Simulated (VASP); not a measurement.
**Tl: single point with r2SCAN**

Tl:

```
CELL_PARAMETERS angstrom
3.18188 0.00000 0.00000
0.00000 3.18188 0.00000
0.00000 0.00000 3.18188
ATOMIC_POSITIONS crystal
Tl 0.00000 0.00000 0.00000
```

This isn't the form of Tl at room conditions, which is hcp.

- Program: VASP 6.6.1
- Task: single point
- Functional: r2SCAN
- Potentials or basis: VASP PAW PBE potentials, release 64 (Tl_d)
- Cutoff: 520 eV
- k mesh: 11 × 11 × 11
- Occupations: fermi-dirac, width 0.1 eV
- Spin: no spin polarisation

```
Pressure               : 0.2 GPa
Band gap on the k mesh : zero (an odd number of electrons rules out a gap without spin polarisation)
```

Levels at points of the mesh, in eV from the Fermi level:
```csv
k point,band 3,band 4,band 5,band 6,band 7,band 8,band 9,band 10
"(0.00, 0.00, 0.00)",-11.73,-11.73,-11.73,-10.04,7.01,7.01,7.01,10.21
```

It took 30 s on 1 thread of AMD EPYC 7R13, on a shared host, peak memory 0.16 GiB.

Caveat: the PAW data sets were made with another functional, which shifts forces and pressure a little; spin-orbit coupling is left out, which moves the levels of the heavy elements.
